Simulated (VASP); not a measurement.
# Mg (Fm-3m) in VASP: single point with PBE

Aim: the single point of Mg with PBE.

All numbers are computed with VASP 6.6.1; they aren't measurements. Logs are shortened: lines on timing, memory, paths and dates and some standing lists are left out, and cuts for length are marked.

### Step 1. The cell of the first run

The structure is cubic, space group Fm-3m (No. 225). The conventional cell has a = 4.531 Å, b = 4.531 Å, c = 4.531 Å, α = 90.00°, β = 90.00°, γ = 90.00°. Mg (site symmetry m-3m) has 12 Mg at 3.20 Å within 4.2 Å.

### Step 2. Single point, PBE

INCAR

```
  PREC = Accurate
  ENCUT = 520
  EDIFF = 1E-6
  ISMEAR = 0
  SIGMA = 0.05
  LREAL = False
  LASPH = True
  NELM = 100
  ALGO = Normal
  ISIF = 2
  LWAVE = False
  LCHARG = True
  GGA = PE
  LELF = True
  LVHAR = True
  NBANDS = 7
```

KPOINTS

```
Automatic mesh
0
Gamma
  8 8 8
```

POSCAR

```
Mg
1.0
    0.0000000000      2.2656375687      2.2656375687
    2.2656375687      0.0000000000      2.2656375687
    2.2656375687      2.2656375687      0.0000000000
Mg
1
Direct
    0.0000000000      0.0000000000      0.0000000000
```

Potentials or basis: VASP PAW PBE potentials, release 64 (Mg).

On the command line:

```
cat potpaw_PBE.64/Mg/POTCAR > POTCAR
mpirun -np 1 vasp_std > vasp.out
```

OUTCAR:

```text
PREC = Accurate
   ENCUT = 520
   EDIFF = 1E-6
   ISMEAR = 0
   LREAL = False
   LASPH = True
   NELM = 100
   ISIF = 2
   GGA = PE

 ion  position               nearest neighbor table
   1  0.000  0.000  0.000-

  LATTYP: Found a face centered cubic cell.
 ALAT       =     4.5312751374

  Lattice vectors:

 A1 = (   0.0000000000,   2.2656375687,   2.2656375687)
 A2 = (   2.2656375687,   0.0000000000,   2.2656375687)
 A3 = (   2.2656375687,   2.2656375687,   0.0000000000)

Analysis of symmetry for initial positions (statically):
=====================================================================
 Subroutine PRICEL returns:
 Original cell was already a primitive cell.

 Routine SETGRP: Setting up the symmetry group for a
 face centered cubic supercell.

 Subroutine GETGRP returns: Found 48 space group operations
 (whereof 48 operations were pure point group operations)
 out of a pool of 48 trial point group operations.

The static configuration has the point symmetry O_h .

Analysis of symmetry for dynamics (positions and initial velocities):
=====================================================================
 Subroutine PRICEL returns:
 Original cell was already a primitive cell.

 Routine SETGRP: Setting up the symmetry group for a
 face centered cubic supercell.

 Subroutine GETGRP returns: Found 48 space group operations
 (whereof 48 operations were pure point group operations)
 out of a pool of 48 trial point group operations.

The dynamic configuration has the point symmetry O_h .

 Subroutine INISYM returns: Found 48 space group operations
 (whereof 48 operations are pure point group operations),
 and found     1 'primitive' translations

----------------------------------------------------------------------------------------

                                     Primitive cell

  volume of cell :      23.2596

  direct lattice vectors                    reciprocal lattice vectors
     0.000000000  2.265637569  2.265637569    -0.220688431  0.220688431  0.220688431
     2.265637569  0.000000000  2.265637569     0.220688431 -0.220688431  0.220688431
     2.265637569  2.265637569  0.000000000     0.220688431  0.220688431 -0.220688431

  length of vectors
     3.204095377  3.204095377  3.204095377     0.382243575  0.382243575  0.382243575

  position of ions in fractional coordinates (direct lattice)
     0.000000000  0.000000000  0.000000000

  ion indices of the primitive-cell ions
   primitive index   ion index
                 1           1

----------------------------------------------------------------------------------------

 KPOINTS: Automatic mesh

Automatic generation of k-mesh.
 Grid dimensions read from file:
 generate k-points for:    8    8    8

 Generating k-lattice:

  Cartesian coordinates                     Fractional coordinates (reciprocal lattice)
    -0.027586054  0.027586054  0.027586054     0.125000000  0.000000000  0.000000000
     0.027586054 -0.027586054  0.027586054     0.000000000  0.125000000  0.000000000
     0.027586054  0.027586054 -0.027586054     0.000000000  0.000000000  0.125000000

  Length of vectors
     0.047780447  0.047780447  0.047780447

  Shift w.r.t. Gamma in fractional coordinates (k-lattice)
     0.000000000  0.000000000  0.000000000

 Subroutine IBZKPT returns following result:
 ===========================================

 Found     29 irreducible k-points:

 Following reciprocal coordinates:
            Coordinates               Weight
  0.000000  0.000000  0.000000      1.000000
  0.125000  0.000000  0.000000      8.000000
  0.250000  0.000000  0.000000      8.000000
  0.375000  0.000000  0.000000      8.000000
  0.500000  0.000000  0.000000      4.000000
  0.125000  0.125000  0.000000      6.000000
[... 16 lines left out ...]
  0.500000  0.250000  0.125000     48.000000
 -0.375000  0.250000  0.125000     24.000000
 [... further k-points ...]
   k-points           NKPTS =     29   k-points in BZ     NKDIM =     29   number of bands    NBANDS=      7
   number of dos      NEDOS =    301   number of ions     NIONS =      1
   total plane-waves  NPLWV =  13824
   dimension x,y,z NGX =    24 NGY =   24 NGZ =   24
   dimension x,y,z NGXF=    48 NGYF=   48 NGZF=   48
   ions per type =               1
   NGX,Y,Z   is equivalent  to a cutoff of  12.45, 12.45, 12.45 a.u.
   NGXF,Y,Z  is equivalent  to a cutoff of  24.91, 24.91, 24.91 a.u.
 SYSTEM =  unknown system
   PREC   = accura    normal or accurate (medium, high low for compatibility)
   ISTART =      0    job   : 0-new  1-cont  2-samecut
   ICHARG =      2    charge: 1-file 2-atom 10-const
   ISPIN  =      1    spin polarized calculation?
   LNONCOLLINEAR =      F non collinear calculations
   LSORBIT =      F    spin-orbit coupling
   LASPH  =      T    aspherical Exc in radial PAW
   ENCUT  =  520.0 eV  38.22 Ry    6.18 a.u.   5.96  5.96  5.96*2*pi/ulx,y,z
   NELM   =    100;   NELMIN=  2; NELMDL= -5     # of ELM steps
   EDIFF  = 0.1E-05   stopping-criterion for ELM
   LREAL  =      F    real-space projection
   EDIFFG = 0.1E-04   stopping-criterion for IOM
   NSW    =      0    number of steps for IOM
   IBRION =     -1    ionic relax: 0-MD 1-quasi-New 2-CG
   NFREE  =      0    steps in history (QN), initial steepest desc. (CG)
   ISIF   =      2    stress and relaxation
   ISYM   =      2    0-nonsym 1-usesym 2-fastsym
   POTIM  = 0.5000    time-step for ionic-motion
   TEBEG  =    0.0;   TEEND  =   0.0 temperature during run
   PSTRESS=    0.0 pullay stress
   NELECT =       2.0000    total number of electrons
   NUPDOWN=      -1.0000    fix difference up-down
   EMIN   =  10.00;   EMAX   =-10.00  energy-range for DOS
   EFERMI =   0.00;   METHOD = LEGACY
   ISMEAR =     0;   SIGMA  =   0.05  broadening in eV -4-tet -1-fermi 0-gaus
   EFERMI_NEDOS =   21; number of points for ismear=-14 and -15
   IALGO  =     38    algorithm
   IMIX   =      4    mixing-type and parameters
     AMIX     =   0.40;   BMIX     =  1.00
     AMIX_MAG =   1.60;   BMIX_MAG =  1.00
  volume/ion in A,a.u.               =      23.26       156.96
  Fermi-wavevector in a.u.,A,eV,Ry     =   0.722577  1.365473  7.103849  0.522118
  Thomas-Fermi vector in A             =   1.812575
   LORBIT       =      0    0 simple, 1 ext, 2 COOP (PROOUT), +10 PAW based schemes
   GGA     = PE    functional components
   LHFCALC =     F    Hartree Fock is set to
   AEXX    =    0.0000 exact exchange contribution
   IVDW    =     0    specifies the selected vdW correction
   LEPSILON=     F    determine dielectric tensor
   LRPA    =     F    only Hartree local field effects (RPA)
 non-spin polarized calculation
 Gauss-broadening in eV      SIGMA  =   0.05
  energy-cutoff  :      520.00
  volume of cell :       23.26
 maximum number of plane-waves:       638
   NGX = 11   NGY = 11   NGZ = 11

 number of electron       2.0000000 magnetization

 Free energy of the ion-electron system (eV)
  ---------------------------------------------------
  ext. energy  EPLUGINS =         0.00000000
  ---------------------------------------------------
  free energy    TOTEN  =        -1.49234303 eV

  energy without entropy =       -1.49088654  energy(sigma->0) =       -1.49161478

 E-fermi :   2.2644     XC(G=0):  -8.4510

 val. band max:        2.1943271546   @ k =  -0.3750   0.3750   0.1250
 cond. band min:       2.2877874646   @ k =   0.5000   0.1250   0.0000
 fundamental gap:      0.0934603100
 Fermi energy:         2.2644089115

 k-point     1 :       0.0000    0.0000    0.0000
  band No.  band energies     occupation
      1      -4.3105      2.00000
      2      14.8326      0.00000
      3      14.8326      0.00000
      4      14.8326      0.00000
      5      16.6947      0.00000
      6      16.6947      0.00000
      7      16.6947      0.00000

 k-point     2 :       0.1250    0.0000    0.0000
  band No.  band energies     occupation
      1      -3.9665      2.00000
      2      11.3995      0.00000
      3      14.2347      0.00000
      4      14.2347      0.00000
      5      16.4928      0.00000
      6      17.8707      0.00000
      7      17.8707      0.00000

 k-point     3 :       0.2500    0.0000    0.0000
  band No.  band energies     occupation
      1      -2.9417      2.00000
      2       7.4626      0.00000
      3      13.6561      0.00000
      4      13.6561      0.00000
      5      15.9692      0.00000
      6      16.8821      0.00000
      7      16.8821      0.00000

 k-point     4 :       0.3750    0.0000    0.0000
  band No.  band energies     occupation
      1      -1.2576      2.00000
      2       3.9951      0.00000
      3      13.5507      0.00000
      4      13.5507      0.00000
      5      15.2853      0.00000
      6      15.2853      0.00000
      7      15.8489      0.00000

 k-point     5 :       0.5000    0.0000    0.0000
  band No.  band energies     occupation
      1       0.8724      2.00000
      2       1.2679      2.00000
      3      13.7516      0.00000
      4      13.7516      0.00000
      5      14.5108      0.00000
      6      14.5108      0.00000
      7      15.9971      0.00000
[... 161 lines left out ...]
 k-point    22 :       0.3750    0.2500    0.1250
  band No.  band energies     occupation
      1      -2.0398      2.00000
      2       7.7443      0.00000
      3       9.0062      0.00000
      4      11.8725      0.00000
      5      14.4567      0.00000
      6      16.2991      0.00000
      7      18.5172      0.00000

 k-point    23 :       0.5000    0.2500    0.1250
  band No.  band energies     occupation
      1      -0.3726      2.00000
      2       4.7932      0.00000
      3       8.3699      0.00000
      4      10.2018      0.00000
      5      15.0750      0.00000
      6      16.8182      0.00000
      7      18.6583      0.00000

 k-point    24 :      -0.3750    0.2500    0.1250
  band No.  band energies     occupation
      1       1.7117      2.00000
      2       2.1482      1.99899
      3       8.5231      0.00000
      4       9.3988      0.00000
      5      15.6368      0.00000
      6      15.7545      0.00000
      7      21.6100      0.00000

 [... further k-points ...]
[... 5 lines left out ...]
  --------------------------------------------------------------------------------------
  -------------------------------------------------------------------------------------
  Total       -0.0373830     -0.0373830     -0.0373830      0.0000000      0.0000000      0.0000000
  in kB       -2.5750388     -2.5750388     -2.5750388      0.0000000      0.0000000      0.0000000
  external PRESSURE =      -2.5750388 kB  Pullay stress =       0.0000000 kB

 VOLUME and BASIS-vectors are now :
 -----------------------------------------------------------------------------
  energy-cutoff  :      520.00
  volume of cell :       23.26
      direct lattice vectors                 reciprocal lattice vectors
     0.000000000  2.265637569  2.265637569    -0.220688431  0.220688431  0.220688431
     2.265637569  0.000000000  2.265637569     0.220688431 -0.220688431  0.220688431
     2.265637569  2.265637569  0.000000000     0.220688431  0.220688431 -0.220688431

 POSITION                                       TOTAL-FORCE (eV/Angst)
 -----------------------------------------------------------------------------------
      0.00000      0.00000      0.00000         0.000000      0.000000      0.000000
 -----------------------------------------------------------------------------------
    total drift:                                0.000000     -0.000000     -0.000000

  FREE ENERGIE OF THE ION-ELECTRON SYSTEM (eV)
  ---------------------------------------------------
  free  energy   TOTEN  =        -1.4923430263 eV

  energy  without entropy=       -1.4908865404  energy(sigma->0) =       -1.49161478
```

Run time: 9.8 s. Hardware: 1 thread of AMD EPYC 7R13, shared host; peak memory 0.1 GiB.

Results:

| Quantity | Value |
| --- | --- |
| Free energy | -1.4923 eV |
| Pressure | -0.3 GPa |
| Band gap on the k mesh | zero (band 1 reaches 3.99 eV, above the bottom of band 2 at 1.27 eV) |
